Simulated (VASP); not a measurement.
Sb5Se: single point with PBE

Crystal: Sb5Se.

```
Sb Se
1.0
     3.49519    0.00000    0.00000
     0.00000    3.49519    0.00000
     0.00000    0.00000   12.98101
Sb Se
5 1
Direct
  0.50000 0.50000 0.32380
  0.50000 0.50000 0.67620
  0.00000 0.00000 0.14530
  0.00000 0.00000 0.85470
  0.00000 0.00000 0.50000
  0.50000 0.50000 0.00000
```

The cell was generated, and may not be a known phase.

* Program: VASP 6.6.1
* Task: single point
* Functional: PBE
* Potentials or basis: VASP PAW PBE potentials, release 64 (Sb, Se)
* Cutoff: 520 eV
* k mesh: 6 × 6 × 1
* Occupations: gaussian, width 0.1 eV
* Spin: no spin polarisation
* Dipole correction: no
* Further INCAR settings: ALGO = Normal; EDIFF = 1e-06; NBANDS = 24

The pressure is -0.1 GPa. The largest force is 0.008 eV/Å and the band gap on the k mesh is zero (an odd number of electrons rules out a gap without spin polarisation).

Forces on the atoms (eV/Å):
```
Sb   0.000  0.000  0.003
Sb   0.000  0.000 -0.003
Sb   0.000  0.000  0.008
Sb   0.000  0.000 -0.008
Sb   0.000  0.000  0.000
Se   0.000  0.000  0.000
```

Levels at points of the mesh, in eV from the Fermi level:
```
           k point  band 13  band 14  band 15  band 16  band 17  band 18
(0.00, 0.00, 0.00)     0.02     0.45     0.45     1.91     1.96     2.42
(0.50, 0.00, 0.00)    -1.46    -0.79    -0.70     2.12     2.34     2.52
(0.50, 0.50, 0.00)    -2.88    -1.78    -1.74    -1.74    -1.70    -1.70
```

Run time: 20 s on 1 thread of Intel(R) Xeon(R) 6975P-C (Granite Rapids) (shared host), peak memory 0.27 GiB.

Caveat: the k points lie up to 0.48 Å⁻¹ apart, too coarse for converged energies and pressures of a metal; spin-orbit coupling is left out, which moves the levels of the heavy elements; an odd number of electrons without spin polarisation forces a metal; a magnetic or distorted state may lie lower.
